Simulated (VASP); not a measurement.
CuSn3, 4 atoms in the cell. It takes space group Fm-3m (No. 225, cubic). The conventional cell has a = 7.180 Å, b = 7.180 Å, c = 7.180 Å, α = 90.00°, β = 90.00°, γ = 90.00°. Cu (site symmetry m-3m) has 14 Sn at 3.11 to 3.59 Å within 4.1 Å. Sn (site symmetry m-3m) has 8 Sn at 3.11 Å and 6 Cu at 3.59 Å within 4.1 Å. Within 4.1 Å of Sn (site symmetry -43m) lie 4 Cu at 3.11 Å and 10 Sn at 3.11 to 3.59 Å. The cell was built from a structure type or drawn by symmetry, and may not be a known phase.

```yaml
Program: VASP 6.6.1
Task: relaxation of cell and atoms
Functional: PBE
Potentials_or_basis: VASP PAW PBE potentials, release 64 (Cu, Sn_d)
Cutoff: 600 eV
k_mesh: 4 × 4 × 4
Occupations: gaussian, width 0.1 eV
Spin: no spin polarisation
Dipole_correction: no
Further_INCAR_settings: ALGO = Fast; EDIFF = 1e-06; IBRION = 2; EDIFFG = -0.04; NSW = 90; ISIF = 3
```

Potentials or basis: VASP PAW PBE potentials, release 64 (Cu, Sn_d).

Run with:

```bash
$ cat potpaw_PBE.64/Cu/POTCAR potpaw_PBE.64/Sn_d/POTCAR > POTCAR
$ mpirun -np 1 vasp_std > vasp.out
```

Hardware: 1 thread of Intel Xeon 8259CL (shared host).

**Question.** How long does it take, and how much memory?

**Answer.** Wall time 4.9 min on 1 thread of Intel Xeon 8259CL (shared host), peak memory 0.27 GiB. Counts: scf iterations 38, k points 8, ion steps 3.
